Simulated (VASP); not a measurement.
Al3Ni2: relaxation of cell and atoms with r2SCAN

Crystal: Al3Ni2.

```
Al Ni
1.0
     4.11764    0.00000    0.00000
    -2.05882    3.56598    0.00000
     0.00000    0.00000    5.11065
Al Ni
3 2
Cartesian
  0.0000 0.0000 0.0000
  0.0000 2.3773 3.2887
  2.0588 1.1887 1.8220
  0.0000 2.3773 0.8531
  2.0588 1.1887 4.2576
```

* Program: VASP 6.6.1
* Task: relaxation of cell and atoms
* Functional: r2SCAN
* Potentials or basis: VASP PAW PBE potentials, release 64 (Al, Ni)
* Cutoff: 600 eV
* k mesh: 6 × 6 × 4
* Occupations: gaussian, width 0.1 eV
* Spin: no spin polarisation
* Dipole correction: no
* Further INCAR settings: ALGO = Normal; EDIFF = 1e-06; IBRION = 2; EDIFFG = -0.05; NSW = 80; ISIF = 3

```yaml
Relaxed_volume: 13.52 Å³/atom
Relaxed_cell: a = 4.016 Å, b = 4.016 Å, c = 4.838 Å, α = 90.00°, β = 90.00°, γ = 120.00°
Space_group_after_relaxing_to_0.1_Å: P-3m1 (No. 164)
Energy_gained_by_relaxing: 94.8 meV/atom
Ionic_steps: 8
Pressure_after_relaxing: -0.2 GPa
Largest_force_after_relaxing: 0.031 eV/Å
Band_gap_on_the_k_mesh: zero (an odd number of electrons rules out a gap without spin polarisation)
```

Forces in eV/Å, atoms in the order of the input:
```
Al   0.000  0.000  0.000
Al   0.000  0.000 -0.023
Al   0.000  0.000  0.023
Ni   0.000  0.000 -0.031
Ni   0.000  0.000  0.031
```

The path:
```tsv
step	energy change (eV)	largest force (eV/Å)	pressure (GPa)	volume (Å³)
1	0.0000	0.9511	-12.06	75.04
2	-0.3106	0.7699	10.28	63.42
3	-0.4007	0.9168	1.52	66.78
4	-0.4649	0.2596	1.08	66.99
5	-0.4685	0.2183	1.13	67.05
6	-0.4721	0.0740	-0.95	67.98
7	-0.4726	0.1107	-0.49	67.74
8	-0.4741	0.0307	-0.16	67.58
```

Final structure:
```
Al Ni
1.0
     4.01617    0.00000    0.00000
    -2.00809    3.47811    0.00000
     0.00000    0.00000    4.83776
Al Ni
3 2
Direct
  0.00000 0.00000 0.00000
  0.33333 0.66667 0.64881
  0.66667 0.33333 0.35119
  0.33333 0.66667 0.14733
  0.66667 0.33333 0.85267
```

Levels at points of the mesh, in eV from the Fermi level:
| k point | band 13 | band 14 | band 15 | band 16 | band 17 | band 18 |
| --- | --- | --- | --- | --- | --- | --- |
| (0.00, 0.00, 0.00) | -1.46 | 1.12 | 1.12 | 3.11 | 3.11 | 4.78 |
| (0.50, 0.00, 0.00) | -1.73 | -1.71 | -1.43 | 1.37 | 2.23 | 2.31 |
| (0.00, 0.00, 0.50) | 2.71 | 2.71 | 2.79 | 2.79 | 3.34 | 4.43 |
| (0.50, 0.00, 0.50) | -1.89 | -1.20 | -0.53 | 1.49 | 2.23 | 3.31 |

It took 26 min on 1 thread of Intel Xeon 8259CL (shared host), peak memory 0.27 GiB.

Caveat: the PAW data sets were made with another functional, which shifts forces and pressure a little; the relaxation stopped at a loose force limit of 0.05 eV/Å, so its end isn't a converged minimum. Spin polarisation is off, so any magnetic state and its effect on volume and gap are missing.
